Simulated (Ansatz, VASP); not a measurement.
## WBr3F in VASP and in Ansatz

```xyz
5
Lattice="-2.3110 2.3110 5.8494 2.3110 -2.3110 5.8494 2.3110 2.3110 -5.8494" Properties=species:S:1:pos:R:3 pbc="T T T"
W     2.3110    0.0000    2.9247
Br    0.0000    0.0000    7.2334
Br    0.0000    0.0000    4.4654
Br    0.0000    2.3110    2.9247
F     0.0000    0.0000    0.0000
```

Change from the starting cell: species swapped into the EuGa3Cu type (I-4m2, No. 119).

Alike in both runs: task single point; functional PBE; k mesh 6 × 6 × 6; occupations gaussian, width 0.1 eV; no spin polarisation.

|  | VASP | Ansatz |
| --- | --- | --- |
| version | VASP 6.6.1 | Ansatz 0.2.0 |
| potentials or method | VASP PAW PBE potentials, release 64 (W_sv, Br, F), cutoff 520 eV | scalar-relativistic, plane waves, PAW |
| valence electrons in the cell | 42 | 42 |

```tsv
	VASP	Ansatz	Ansatz less VASP
gap on the k mesh at the Fermi level (eV)	none	none	-
pressure (GPa)	-2.0	-2.0	+0.01
traceless stress, the component that is largest in VASP (GPa)	7.28	7.28	+0.008
rms of the force components (eV/Å)	0.043	0.039	-0.0038
```

Atom by atom the forces differ by 0.004 eV/Å (rms over components). A gap of «none» marks a metal or a gap that the smearing closes.

Spin-orbit coupling is off throughout.
